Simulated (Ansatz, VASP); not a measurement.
# GaAs: VASP beside Ansatz

```
Ga As
1.0
     0.00000    2.87253    2.87253
     2.87253    0.00000    2.87253
     2.87253    2.87253    0.00000
Ga As
1 1
Direct
  0.00000 0.00000 0.00000
  0.25000 0.25000 0.25000
```

Alike in both runs: task single point; functional PBE; k mesh 10 × 10 × 10; occupations gaussian, width 0.01 eV; no spin polarisation.

```csv
,VASP,Ansatz
version,VASP 6.6.1,Ansatz 0.2.0
potentials or method,"VASP PAW PBE potentials, release 64 (Ga_d, As), cutoff 500 eV","scalar-relativistic, plane waves, PAW"
valence electrons in the cell,18,28
```

|  | VASP | Ansatz | Ansatz less VASP |
| --- | --- | --- | --- |
| gap on the k mesh at the Fermi level (eV) | 0.16 | 0.16 | -0.003 |
| least direct gap on the mesh (eV) | 0.16 | 0.16 | -0.003 |

With one functional, cell and mesh, what is left measures potentials, basis and numerics. VASP's potentials hold 18 valence electrons a cell and Ansatz's 28, so a difference there can come from the potentials and not from the codes.
